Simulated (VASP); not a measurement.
Write the native input for VASP 6.6.1 that does the following.

- Task: single point
- Functional: LDA
- Potentials or basis: VASP PAW LDA potentials, release 64 (Cu, O)
- Cutoff: 520 eV
- k mesh: 10 × 10 × 5
- Occupations: fermi-dirac, width 0.05 eV
- Spin: no spin polarisation
- Dipole correction: no
- Further INCAR settings: ALGO = Normal; EDIFF = 1e-06; NBANDS = 25

The structure of CuO (Tenorite) lies in POSCAR:

```
CuO
1.0
    2.3289136198     -1.7019003246      0.0000000000
    2.3289136198      1.7019003246      0.0000000000
   -0.8547786486      0.0000000000      5.0254794206
Cu O
2 2
Direct
    0.4968000000      0.0032000000      0.5000000000
    0.0032000000      0.4968000000      0.0000000000
    0.4056000000      0.5714000000      0.7537000000
    0.5714000000      0.4056000000      0.2537000000
```

One way to write it, as run:

INCAR

```
SYSTEM = CuO
PREC = Accurate ; ENCUT = 520
EDIFF = 1E-6 ; ISMEAR = -1
SIGMA = 0.05 ; LREAL = .False.
LASPH = .True. ; NELM = 80
ALGO = Normal ; ISIF = 2
LWAVE = .False. ; LCHARG = .True.
GGA = CA ; LELF = .True.
LVHAR = .True. ; NBANDS = 25
```

KPOINTS

```
regular mesh
0
Gamma
  10 10 5
  0 0 0
```

Potentials or basis: VASP PAW LDA potentials, release 64 (Cu, O).

Launch:

```console
$ cat potpaw_LDA.64/Cu/POTCAR potpaw_LDA.64/O/POTCAR > POTCAR
$ mpirun -np 1 vasp_std > vasp.out
```

It gave:

| Quantity | Value |
| --- | --- |
| Pressure | -5.3 GPa |
| Largest force | 0.793 eV/Å |
| Band gap on the k mesh | zero (band 17 reaches 5.90 eV, above the bottom of band 18 at 5.29 eV) |

Caveat: semilocal functionals often make such compounds metallic where correlation or magnetic order opens a gap, which also shifts bond lengths.

It took 86 s on 1 thread of Intel Xeon 6975P-C, on a shared host, peak memory 0.23 GiB.
